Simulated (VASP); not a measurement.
Wanted: the native input for a VASP 6.6.1 run.

```yaml
Task: single point
Functional: r2SCAN
Potentials_or_basis: VASP PAW PBE potentials, release 64 (Mg, H, O)
Cutoff: 520 eV
k_mesh: 6 × 6 × 2
Occupations: gaussian, width 0.1 eV
Spin: no spin polarisation
Dipole_correction: no
Further_INCAR_settings: ALGO = Normal; EDIFF = 1e-06; NBANDS = 32
```

Crystal: Mg3H4O5.

```
Mg H O
1.0
     3.11200    0.00000    0.00000
    -1.55600    2.69507    0.00000
     0.00000    0.00000   12.76800
Mg H O
3 4 5
Direct
  0.00000 0.00000 0.50000
  0.66667 0.33333 0.90330
  0.33333 0.66667 0.09670
  0.33333 0.66667 0.33590
  0.66667 0.33333 0.66410
  0.33333 0.66667 0.73820
  0.66667 0.33333 0.26180
  0.33333 0.66667 0.41340
  0.66667 0.33333 0.58660
  0.33333 0.66667 0.81580
  0.66667 0.33333 0.18420
  0.00000 0.00000 0.00000
```

The input as run:

POSCAR

```
Mg3H4O5
1.0
    3.1119995425      0.0000000000      0.0000000000
   -1.5559997712      2.6950706604      0.0000000000
    0.0000000000      0.0000000000     12.7680000000
Mg H O
3 4 5
Direct
    0.0000000000      0.0000000000      0.5000000000
    0.6666666667      0.3333333333      0.9033000000
    0.3333333333      0.6666666667      0.0967000000
    0.3333333333      0.6666666667      0.3359000000
    0.6666666667      0.3333333333      0.6641000000
    0.3333333333      0.6666666667      0.7382000000
    0.6666666667      0.3333333333      0.2618000000
    0.3333333333      0.6666666667      0.4134000000
    0.6666666667      0.3333333333      0.5866000000
    0.3333333333      0.6666666667      0.8158000000
    0.6666666667      0.3333333333      0.1842000000
    0.0000000000      0.0000000000      0.0000000000
```

INCAR.step1

```
PREC = Accurate ; ENCUT = 520
ISMEAR = 0 ; SIGMA = 0.1
LREAL = F ; LASPH = T
NELM = 100 ; NBANDS = 32
GGA = PE ; ALGO = Normal
EDIFF = 1E-4 ; LWAVE = T
LCHARG = F
```

INCAR.step2

```
PREC = Accurate ; ENCUT = 520
EDIFF = 1E-6 ; ISMEAR = 0
SIGMA = 0.1 ; LREAL = F
LASPH = T ; NELM = 100
ALGO = Normal ; ISIF = 2
LWAVE = F ; LCHARG = T
METAGGA = R2SCAN ; LMIXTAU = T
LELF = T ; LVHAR = T
NBANDS = 32 ; ISTART = 1
```

KPOINTS

```
regular mesh
0
Gamma
  6 6 2
```

Potentials or basis: VASP PAW PBE potentials, release 64 (Mg, H, O).

The run is started by

```bash
$ cat potpaw_PBE.64/Mg/POTCAR potpaw_PBE.64/H/POTCAR potpaw_PBE.64/O/POTCAR > POTCAR
$ cp INCAR.step1 INCAR
$ mpirun -np 1 vasp_std > vasp.out
$ cp INCAR.step2 INCAR
$ mpirun -np 1 vasp_std > vasp.out
```

Results of the run:

```yaml
Pressure: -8.8 GPa
Largest_force: 1.368 eV/Å
Band_gap_on_the_k_mesh: 4.34 eV
```

Caveat: the stress differs along the axes, from -17 to -4 GPa; the PAW data sets were made with another functional, which shifts forces and pressure a little.

Wall time 2.4 min on 1 thread of Intel(R) Xeon(R) Platinum 8488C (Sapphire Rapids), on a shared host, peak memory 0.25 GiB.
